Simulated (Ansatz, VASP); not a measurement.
**CaSe in VASP and in Ansatz**

The input INCAR:

```
  PREC = Accurate
  ENCUT = 520
  EDIFF = 1E-7
  ISMEAR = -1
  SIGMA = 0.02
  LREAL = F
  LASPH = T
  NELM = 80
  ALGO = Normal
  ISIF = 2
  LWAVE = F
  LCHARG = F
  GGA = PE
  NBANDS = 15
```

File KPOINTS:

```
Automatic mesh
0
Gamma
  8 8 8
```

POSCAR

```
CaSe
1.0
   -0.1056889806      2.9547299800      2.9547299800
    2.9547299800     -0.1056889806      2.9547299800
    2.9547299800      2.9547299800     -0.1056889806
Ca Se
1 1
Direct
    0.0000000000      0.0000000000      0.0000000000
    0.5000000000      0.5000000000      0.5000000000
```

Input for Ansatz:

```yaml
crystal:
  lattice:
    - [-0.1056889806, 2.95472998, 2.95472998]
    - [2.95472998, -0.1056889806, 2.95472998]
    - [2.95472998, 2.95472998, -0.1056889806]
  atoms:
    - { symbol: Ca, position: [0.0, 0.0, 0.0] }
    - { symbol: Se, position: [0.5, 0.5, 0.5] }
kpoints:
  mp_grid: { grid: [8, 8, 8] }
  band_path:
    path:
      - [0.0, 0.0, 0.0]
      - [0.5, 0.0, 0.5]
      - [0.625, 0.25, 0.625]
      - [0.375, 0.375, 0.75]
      - [0.5, 0.5, 0.5]
      - [0.5, 0.25, 0.75]
    npoints: 1
hamiltonian:
  xc: pbe
scf:
  occupations: { method: fermi_dirac, width: 0.02 }
  n_extra_bands: 4
output:
  forces: true
  stress: true
  eigenvalues: true
```

Change from the starting cell: epitaxial_111 strain +3.1%.

Alike in both runs: task single point; functional PBE; k mesh 8 × 8 × 8; occupations fermi-dirac, width 0.02 eV; no spin polarisation.

|  | VASP | Ansatz |
| --- | --- | --- |
| version | VASP 6.6.1 | Ansatz 0.2.0 |
| potentials or method | VASP PAW PBE potentials, release 64 (Ca_sv, Se) | plane waves, PAW |
| plane-wave cutoff (eV) | 520 | 420 |
| valence electrons in the cell | 16 | 26 |

|  | VASP | Ansatz | Ansatz less VASP |
| --- | --- | --- | --- |
| gap on the k mesh at the Fermi level (eV) | 1.94 | 1.95 | +0.008 |
| pressure (GPa) | -1.1 | -1.3 | -0.14 |
| traceless stress, the component that is largest in VASP (GPa) | 0.86 | 0.87 | +0.004 |

VASP's potentials hold 16 valence electrons a cell and Ansatz's 26, so a difference there can come from the potentials and not from the codes.
